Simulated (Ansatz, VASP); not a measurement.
# CoO: VASP beside Ansatz

```
Co O
1.0
     0.00000    2.25170    2.25170
     2.25170    0.00000    2.25170
     2.25170    2.25170    0.00000
Co O
1 1
Direct
  0.00000 0.00000 0.00000
  0.75000 0.75000 0.75000
```

Alike in both runs: functional PBE; k mesh 8 × 8 × 8; occupations gaussian, width 0.1 eV; collinear spin.

Ansatz relaxed the structure, and its values are those at the end. VASP's run is a single point on that final structure, the one shown.

|  | VASP | Ansatz |
| --- | --- | --- |
| version | VASP 6.6.1 | Ansatz 0.2.0 |
| potentials or method | VASP PAW PBE potentials, release 64 (Co, O), cutoff 520 eV | scalar-relativistic, plane waves, PAW |
| valence electrons in the cell | 15 | 23 |

|  | VASP | Ansatz | Ansatz less VASP |
| --- | --- | --- | --- |
| gap on the k mesh at the Fermi level (eV) | none | none | - |
| pressure (GPa) | -0.1 | 0.0 | +0.18 |
| net moment per atom (μB) | 1.39 | 1.40 | +0.009 |
| size of the moment on the site where the two differ most (μB) | 2.39 | 2.25 | -0.142 |

Site moments also hang on the region over which each program counts them. A gap of «none» marks a metal or a gap that the smearing closes. With one functional, cell and mesh, what is left measures potentials, basis and numerics. VASP's potentials hold 15 valence electrons a cell and Ansatz's 23, so a difference there can come from the potentials and not from the codes.
